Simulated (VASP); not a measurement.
Crystal: ScIn2Se2.

```xyz
5
Lattice="4.7142 0.0000 0.0000 -2.3571 4.0826 0.0000 0.0000 0.0000 7.4703" Properties=species:S:1:pos:R:3 pbc="T T T"
Sc    0.0000    0.0000    0.0000
In    2.3571    1.3609    2.6678
In    0.0000    2.7217    4.8024
Se    2.3571    1.3609    5.5124
Se    0.0000    2.7217    1.9579
```

The cell was built from a structure type or drawn by symmetry, and may not be a known phase.

| Quantity | Value |
| --- | --- |
| Program | VASP 6.6.1 |
| Task | relaxation of cell and atoms |
| Functional | PBE |
| Potentials or basis | VASP PAW PBE potentials, release 64 (Sc_sv, In_d, Se) |
| Cutoff | 600 eV |
| k mesh | 4 × 4 × 2 |
| Occupations | gaussian, width 0.2 eV |
| Spin | no spin polarisation |

At the start: pressure 1.8 GPa; volume 28.76 Å³/atom.

Problem. How do energy, volume and symmetry change on relaxing?

Solution. Over 21 steps the energy falls by 769.8 meV/atom and the volume is 26.62 Å³/atom (-7.4 %); space group P-3m1 (No. 164, to 0.1 Å) before and after.

Step by step:
| step | energy change (eV) | largest force (eV/Å) | pressure (GPa) | volume (Å³) |
| --- | --- | --- | --- | --- |
| 1 | 0.0000 | 2.3084 | 1.80 | 143.78 |
| 2 | -0.5446 | 2.1244 | -0.74 | 150.61 |
| 3 | -1.0627 | 1.4603 | -3.88 | 163.22 |
| 4 | -1.5176 | 1.3476 | -3.36 | 156.52 |
| 5 | -2.4090 | 0.7244 | 0.48 | 137.44 |
| 6 | -2.4461 | 1.0553 | 3.79 | 128.91 |
| 7 | -2.4707 | 0.9059 | 2.35 | 132.24 |
| 8 | -2.7013 | 0.7744 | 1.68 | 134.45 |
| 9 | -2.7436 | 0.6445 | 1.65 | 135.66 |
| 10 | -2.9022 | 0.4391 | -0.44 | 142.06 |
| 11 | -2.9747 | 0.2170 | -2.91 | 151.85 |
| 12 | -3.0585 | 0.1908 | -2.97 | 151.82 |
| 13 | -3.2873 | 0.2200 | -3.24 | 151.33 |
| 14 | -3.5579 | 0.6729 | -4.18 | 148.70 |
| 15 | -3.7970 | 0.4715 | -1.64 | 136.18 |
| 16 | -3.8185 | 0.3729 | -0.54 | 132.15 |
| 17 | -3.8188 | 0.3578 | -0.39 | 131.60 |
| 18 | -3.8351 | 0.2406 | -0.11 | 131.39 |
| 19 | -3.8449 | 0.1326 | 0.33 | 131.05 |
| 20 | -3.8482 | 0.0982 | 0.03 | 132.10 |
| 21 | -3.8488 | 0.0659 | -0.25 | 133.11 |

Final structure:
```yaml
crystal:
  lattice:
    - [3.94623, 0.00000, 0.00000]
    - [-1.97312, 3.41754, 0.00000]
    - [0.00000, 0.00000, 9.86999]
  atoms:
    - { symbol: Sc, position: [0.00000, 0.00000, 0.00000] }
    - { symbol: In, position: [0.66667, 0.33333, 0.38169] }
    - { symbol: In, position: [0.33333, 0.66667, 0.61831] }
    - { symbol: Se, position: [0.66667, 0.33333, 0.84490] }
    - { symbol: Se, position: [0.33333, 0.66667, 0.15510] }
```

Caveat: the k points lie up to 0.46 Å⁻¹ apart in the final cell, too coarse for converged energies and pressures of a metal; a cell axis changed by over 15 % at a fixed basis, so the end point is rough; the relaxation stopped at a loose force limit of 0.08 eV/Å, so its end isn't a converged minimum.
